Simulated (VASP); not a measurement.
Ag3Os, 4 atoms in the cell. The structure is hexagonal, space group P-6m2 (No. 187). The conventional cell has a = 2.815 Å, b = 2.815 Å, c = 9.954 Å, α = 90.00°, β = 90.00°, γ = 120.00°. Within 3.7 Å of Ag (site symmetry -6m2) lie 12 Ag at 2.81 to 3.02 Å. Ag (site symmetry 3m) has 9 Ag at 2.81 to 3.02 Å and 3 Os at 2.92 Å within 3.7 Å. Within 3.7 Å of Os (site symmetry -6m2) lie 6 Os at 2.81 Å and 6 Ag at 2.92 Å. 

```yaml
Program: VASP 6.6.1
Task: single point
Functional: PBE
Potentials_or_basis: VASP PAW PBE potentials, release 64 (Ag, Os)
Cutoff: 520 eV
k_mesh: 12 × 12 × 4
Occupations: gaussian, width 0.1 eV
Spin: no spin polarisation
Dipole_correction: no
Further_INCAR_settings: ALGO = Fast; EDIFF = 1e-06; NBANDS = 28
```

Potentials or basis: VASP PAW PBE potentials, release 64 (Ag, Os).

The run is started by

```console
$ cat potpaw_PBE.64/Ag/POTCAR potpaw_PBE.64/Os/POTCAR > POTCAR
$ mpirun -np 1 vasp_std > vasp.out
```

Hardware: 1 thread of Intel(R) Xeon(R) 6975P-C (Granite Rapids), on a shared host.

Problem. How long does it take, and how much memory?

Solution. Run time: 54 s on 1 thread of Intel(R) Xeon(R) 6975P-C (Granite Rapids), on a shared host, peak memory 0.26 GiB. Counts: scf iterations 15, k points 57.
